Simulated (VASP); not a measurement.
# Nb16Pd in VASP: a series of runs

The runs below take Nb16Pd through single point, with LDA.

Everything below comes from runs of VASP 6.6.1. Logs are shortened: lines on timing, memory, paths and dates and some standing lists are left out, and cuts for length are marked.

## 1. The cell of the first run

The cell holds a slab with vacuum, 17 atoms: a = 6.600 Å, b = 6.600 Å, c = 16.950 Å, α = 90.00°, β = 90.00°, γ = 90.00°.

## 2. Single point, LDA

INCAR reads:

```
SYSTEM = Nb16Pd
PREC     = Accurate       ! precision mode
ENCUT    = 520            ! plane-wave cutoff, eV
EDIFF    = 1E-6           ! SCF threshold, eV
ISMEAR   = 0              ! smearing method
SIGMA    = 0.05           ! smearing width, eV
LREAL    = Auto         
LASPH    = .TRUE.         ! aspherical terms in the spheres
NELM     = 60             ! most SCF steps
ALGO     = Normal         ! electronic algorithm
ISIF     = 2              ! what is computed and relaxed
LWAVE    = .FALSE.        ! write WAVECAR
LCHARG   = .FALSE.        ! write CHGCAR
GGA      = CA             ! functional
NBANDS   = 123            ! bands
```

KPOINTS reads:

```
Automatic mesh
0
G
  3 3 1
  0 0 0
```

POSCAR reads:

```
Nb16Pd
1.0
    6.6000000000      0.0000000000      0.0000000000
    0.0000000000      6.6000000000      0.0000000000
    0.0000000000      0.0000000000     16.9500000000
Nb Pd
16 1
Direct
    0.2500000000      0.2500000000      0.0589971000
    0.7500000000      0.2500000000      0.0589971000
    0.2500000000      0.7500000000      0.0589971000
    0.7500000000      0.7500000000      0.0589971000
    0.0010606417      0.0017426141      0.1401566157
    0.4981498671      0.0018039824      0.1401433653
    0.0010063942      0.4989495434      0.1401506189
    0.4982057770      0.4988887474      0.1401560590
    0.2491553101      0.2507471644      0.2387900286
    0.7494806565      0.2503894143      0.2400629461
    0.2495443282      0.7504472795      0.2400646680
    0.7487919875      0.7510713784      0.2334921111
   -0.0034557795     -0.0030116560      0.3231566782
    0.5009611193     -0.0010092513      0.3234050408
   -0.0048901250      0.5048268973      0.3229777517
    0.5027957393      0.5032144081      0.3231772583
    0.7481412718      0.7516534252      0.4028786147
```

Potentials or basis: VASP PAW LDA potentials, release 64 (Nb_sv, Pd).

Command:

```
$ cat potpaw_LDA.64/Nb_sv/POTCAR potpaw_LDA.64/Pd/POTCAR > POTCAR
$ mpirun -np 1 vasp_std > vasp.out
```

OUTCAR:

```text
SYSTEM = Nb16Pd
   PREC = Accurate
   ENCUT = 520
   EDIFF = 1E-6
   ISMEAR = 0
   LREAL = Auto
   LASPH = .TRUE.
   NELM = 60
   ISIF = 2
   GGA = CA

 ion  position               nearest neighbor table
   1  0.250  0.250  0.059-   6 2.69   8 2.70   5 2.70   7 2.70   9 3.05
   2  0.750  0.250  0.059-   5 2.71   7 2.71   6 2.71   8 2.71
   3  0.250  0.750  0.059-   8 2.71   6 2.71   7 2.71   5 2.71
   4  0.750  0.750  0.059-   7 2.72   5 2.72   8 2.72   6 2.72  12 2.96
   5  0.001  0.002  0.140-   1 2.70   2 2.71   3 2.71   4 2.72  12 2.83   9 2.86  11 2.88  10 2.88

   6  0.498  0.002  0.140-   1 2.69   3 2.71   2 2.71   4 2.72  12 2.82   9 2.86  10 2.88  11 2.88

   7  0.001  0.499  0.140-   1 2.70   2 2.71   3 2.71   4 2.72  12 2.84   9 2.86  11 2.88  10 2.88
[... 9 lines left out ...]
  12  0.749  0.751  0.233-  15 2.75  13 2.76  16 2.76  14 2.77   6 2.82   8 2.83   5 2.83   7 2.84
                            17 2.87   4 2.96
  13  0.997  0.997  0.323-  17 2.67  11 2.72  10 2.73  12 2.76   9 2.76
  14  0.501  0.999  0.323-  17 2.67  10 2.73  11 2.73   9 2.75  12 2.77
  15  0.995  0.505  0.323-  17 2.67  11 2.72  10 2.72  12 2.75   9 2.77
  16  0.503  0.503  0.323-  17 2.67  10 2.72  11 2.73  12 2.76   9 2.76
  17  0.748  0.752  0.403-  13 2.67  16 2.67  14 2.67  15 2.67  12 2.87

  LATTYP: Found a simple tetragonal cell.
 ALAT       =     6.6000000000
 C/A-ratio  =     2.5681818182

  Lattice vectors:

 A1 = (   6.6000000000,   0.0000000000,   0.0000000000)
 A2 = (   0.0000000000,   6.6000000000,   0.0000000000)
 A3 = (   0.0000000000,   0.0000000000,  16.9500000000)

Analysis of symmetry for initial positions (statically):
=====================================================================
 Subroutine PRICEL returns:
 Original cell was already a primitive cell.

 Routine SETGRP: Setting up the symmetry group for a
 simple tetragonal supercell.

 Subroutine GETGRP returns: Found  1 space group operations
 (whereof  1 operations were pure point group operations)
 out of a pool of 16 trial point group operations.

The static configuration has the point symmetry C_1 .

Analysis of symmetry for dynamics (positions and initial velocities):
=====================================================================
 Subroutine PRICEL returns:
 Original cell was already a primitive cell.

 Routine SETGRP: Setting up the symmetry group for a
 simple tetragonal supercell.

 Subroutine GETGRP returns: Found  1 space group operations
 (whereof  1 operations were pure point group operations)
 out of a pool of 16 trial point group operations.

The dynamic configuration has the point symmetry C_1 .

[... 116 lines left out ...]
   POTIM  = 0.5000    time-step for ionic-motion
   TEBEG  =    0.0;   TEEND  =   0.0 temperature during run
   PSTRESS=    0.0 pullay stress
   NELECT =     218.0000    total number of electrons
   NUPDOWN=      -1.0000    fix difference up-down
   EMIN   =  10.00;   EMAX   =-10.00  energy-range for DOS
   EFERMI =   0.00;   METHOD = LEGACY
   ISMEAR =     0;   SIGMA  =   0.05  broadening in eV -4-tet -1-fermi 0-gaus
   EFERMI_NEDOS =   21; number of points for ismear=-14 and -15
   IALGO  =     38    algorithm
   IMIX   =      4    mixing-type and parameters
     AMIX     =   0.40;   BMIX     =  1.00
     AMIX_MAG =   1.60;   BMIX_MAG =  1.00
  volume/ion in A,a.u.               =      43.43       293.09
  Fermi-wavevector in a.u.,A,eV,Ry     =   1.090120  2.060029 16.168654  1.188363
  Thomas-Fermi vector in A             =   2.226338
   LORBIT       =      0    0 simple, 1 ext, 2 COOP (PROOUT), +10 PAW based schemes
   GGA     = CA    functional components
   LHFCALC =     F    Hartree Fock is set to
   AEXX    =    0.0000 exact exchange contribution
   IVDW    =     0    specifies the selected vdW correction
   LEPSILON=     F    determine dielectric tensor
   LRPA    =     F    only Hartree local field effects (RPA)
 non-spin polarized calculation
 Gauss-broadening in eV      SIGMA  =   0.05
  energy-cutoff  :      520.00
  volume of cell :      738.34
 maximum number of plane-waves:     19887
 NGX is ok and might be reduce to    50
   NGX = 25   NGY = 25   NGZ = 63

 number of electron     218.0000018 magnetization

 Free energy of the ion-electron system (eV)
  ---------------------------------------------------
  ext. energy  EPLUGINS =         0.00000000
  ---------------------------------------------------
  free energy    TOTEN  =      -171.56634647 eV

  energy without entropy =     -171.53454032  energy(sigma->0) =     -171.55044340

 E-fermi :   2.4388     XC(G=0):  -6.4447

 val. band max:        2.4084745354   @ k =  -0.3333   0.3333   0.0000
 cond. band min:       2.4404215487   @ k =   0.3333   0.0000   0.0000
 fundamental gap:      0.0319470133
 Fermi energy:         2.4387916465

 k-point     1 :       0.0000    0.0000    0.0000
  band No.  band energies     occupation
      1     -52.2918      2.00000
      2     -52.2249      2.00000
      3     -52.2236      2.00000
      4     -52.2032      2.00000
      5     -52.1920      2.00000
      6     -52.1138      2.00000
[... 609 lines left out ...]
    120       2.8952      0.00000
    121       2.9829      0.00000
 [bands above 121 left out]

------------------------ aborting loop because EDIFF is reached ----------------------------------------

  FORCE on cell =-STRESS in cart. coord.  units (eV):
  Direction    XX          YY          ZZ          XY          YZ          ZX
  --------------------------------------------------------------------------------------
  -------------------------------------------------------------------------------------
  Total      -11.5061046    -11.5047721     -0.0232561      0.0122190     -0.0526868      0.0602493
  in kB      -24.9678603    -24.9649689     -0.0504650      0.0265149     -0.1143286      0.1307389
  external PRESSURE =     -16.6610981 kB  Pullay stress =       0.0000000 kB

 VOLUME and BASIS-vectors are now :
 -----------------------------------------------------------------------------
  energy-cutoff  :      520.00
  volume of cell :      738.34
      direct lattice vectors                 reciprocal lattice vectors
     6.600000000  0.000000000  0.000000000     0.151515152  0.000000000  0.000000000
     0.000000000  6.600000000  0.000000000     0.000000000  0.151515152  0.000000000
     0.000000000  0.000000000 16.950000000     0.000000000  0.000000000  0.058997050

 POSITION                                       TOTAL-FORCE (eV/Angst)
 -----------------------------------------------------------------------------------
      1.65000      1.65000      1.00000         0.000604     -0.000771     -0.043700
      4.95000      1.65000      1.00000        -0.005535      0.004245     -0.023327
      1.65000      4.95000      1.00000        -0.004908      0.004887     -0.022975
      4.95000      4.95000      1.00000        -0.007984      0.007129      0.031257
      0.00700      0.01150      2.37565         0.005091     -0.000395     -0.001586
      3.28779      0.01191      2.37543         0.000102      0.000058     -0.002202
[... 9 lines left out ...]
      3.31845      3.32122      5.47785         0.004435     -0.010246      0.002289
      4.93773      4.96091      6.82879         0.004404     -0.004526      0.015803
 -----------------------------------------------------------------------------------
    total drift:                               -0.001921      0.002197     -0.009606

  FREE ENERGIE OF THE ION-ELECTRON SYSTEM (eV)
  ---------------------------------------------------
  free  energy   TOTEN  =      -171.5663464675 eV

  energy  without entropy=     -171.5345403233  energy(sigma->0) =     -171.55044340
```

OSZICAR:

```text
N       E                     dE             d eps       ncg     rms          rms(c)
DAV:   1     0.294607186193E+04    0.29461E+04   -0.11813E+05  1486   0.166E+03
DAV:   2     0.119315321547E+03   -0.28268E+04   -0.27702E+04  1611   0.775E+02
DAV:   3    -0.155358926658E+03   -0.27467E+03   -0.26808E+03  1972   0.167E+02
DAV:   4    -0.187328001058E+03   -0.31969E+02   -0.31332E+02  2244   0.599E+01
[... 24 lines left out ...]
DAV:  29    -0.171566341478E+03   -0.52901E-05   -0.16244E-06   948   0.512E-03    0.197E-03
DAV:  30    -0.171566343905E+03   -0.24276E-05   -0.34135E-07   828   0.323E-03    0.160E-03
DAV:  31    -0.171566345115E+03   -0.12100E-05   -0.25280E-07   812   0.224E-03    0.119E-03
DAV:  32    -0.171566346301E+03   -0.11855E-05   -0.44562E-07   860   0.245E-03    0.773E-04
DAV:  33    -0.171566346467E+03   -0.16659E-06   -0.14022E-07   796   0.211E-03
   1 F= -.17156635E+03 E0= -.17155044E+03  d E =-.318061E-01
```

Wall time 51 min (1 thread of Intel Xeon 8259CL, shared host); peak memory 0.67 GiB.

What came out:

* Free energy: -171.5663 eV
* Largest force: 0.044 eV/Å
* Band gap on the k mesh: zero (bands 109 and 110 overlap by 0.15 eV)

Forces on the atoms (eV/Å):
```
Nb   0.001 -0.001 -0.044
Nb  -0.006  0.004 -0.023
Nb  -0.005  0.005 -0.023
Nb  -0.008  0.007  0.031
Nb   0.005  0.000 -0.002
Nb   0.000  0.000 -0.002
Nb   0.006 -0.006  0.003
Nb   0.001 -0.005 -0.002
Nb   0.005 -0.005  0.010
Nb  -0.011  0.005  0.004
Nb  -0.005  0.010  0.004
Nb   0.001 -0.001  0.011
Nb   0.011 -0.004  0.003
Nb  -0.006  0.007  0.000
Nb   0.001 -0.001  0.013
Nb   0.004 -0.010  0.002
Pd   0.004 -0.005  0.016
```

Caveat: there is no dipole correction, which matters where the two faces differ.

## 3. Single point, LDA

INCAR reads:

```
  ALGO = Normal
  EDIFF = 1E-6
  ENCUT = 520
  ISIF = 2
  ISMEAR = 0
  LASPH = True
  LCHARG = False
  LREAL = Auto
  LWAVE = False
  NBANDS = 123
  NELM = 80
  PREC = Accurate
  SIGMA = 0.05
```

KPOINTS reads:

```
k-points
0
Gamma
  3 3 1
```

POSCAR reads:

```
Nb16Pd
1.0
    6.6000000000      0.0000000000      0.0000000000
    0.0000000000      6.6000000000      0.0000000000
    0.0000000000      0.0000000000     16.9500000000
Nb Pd
16 1
Direct
    0.2500000000      0.2500000000      0.0589971091
    0.7500000000      0.2500000000      0.0589971091
    0.2500000000      0.7500000000      0.0589971091
    0.7500000000      0.7500000000      0.0589971091
    0.0010606061      0.0017425758      0.1401566372
    0.4981498485      0.0018039394      0.1401433628
    0.0010063636      0.4989495455      0.1401506195
    0.4982057576      0.4988887879      0.1401560472
    0.2491553030      0.2507471212      0.2387900295
    0.7494806061      0.2503893939      0.2400629499
    0.2495443939      0.7504472727      0.2400646608
    0.7487919697      0.7510713636      0.2334920944
   -0.0034557576     -0.0030116667      0.3231566962
    0.5009610606     -0.0010092424      0.3234050147
   -0.0048901515      0.5048269697      0.3229777581
    0.5027957576      0.5032143939      0.3231772861
    0.7481412121      0.7516534848      0.4028785841
```

Potentials or basis: VASP PAW LDA potentials, release 64 (Nb_sv, Pd).

Command:

```
$ cat potpaw_LDA.64/Nb_sv/POTCAR potpaw_LDA.64/Pd/POTCAR > POTCAR
$ mpirun -np 1 vasp_std > vasp.out
```

It took 22 min on 1 thread of AMD EPYC 7R43 (Zen 3), shared host; peak memory 0.65 GiB.

The run converged. Its results:

```yaml
Free_energy: -171.5663 eV
Largest_force: 0.044 eV/Å
Band_gap_on_the_k_mesh: zero (bands 109 and 110 overlap by 0.15 eV)
```

Forces on the atoms (eV/Å):
```
Nb   0.001 -0.001 -0.044
Nb  -0.006  0.004 -0.023
Nb  -0.005  0.005 -0.023
Nb  -0.008  0.007  0.031
Nb   0.005  0.000 -0.002
Nb   0.000  0.000 -0.002
Nb   0.006 -0.006  0.003
Nb   0.001 -0.005 -0.002
Nb   0.005 -0.005  0.010
Nb  -0.011  0.005  0.004
Nb  -0.005  0.010  0.004
Nb   0.001 -0.001  0.011
Nb   0.011 -0.004  0.003
Nb  -0.006  0.007  0.000
Nb   0.001 -0.001  0.013
Nb   0.004 -0.010  0.002
Pd   0.004 -0.005  0.016
```

Levels at points of the mesh, in eV from the Fermi level:
```
           k point  band 106  band 107  band 108  band 109  band 110  band 111
(0.00, 0.00, 0.00)     -0.22     -0.22      0.01      0.12      0.12      0.13
```

Caveat: there is no dipole correction, which matters where the two faces differ.

The gap in the log of VASP goes by the Fermi energy; the results here count the filled bands.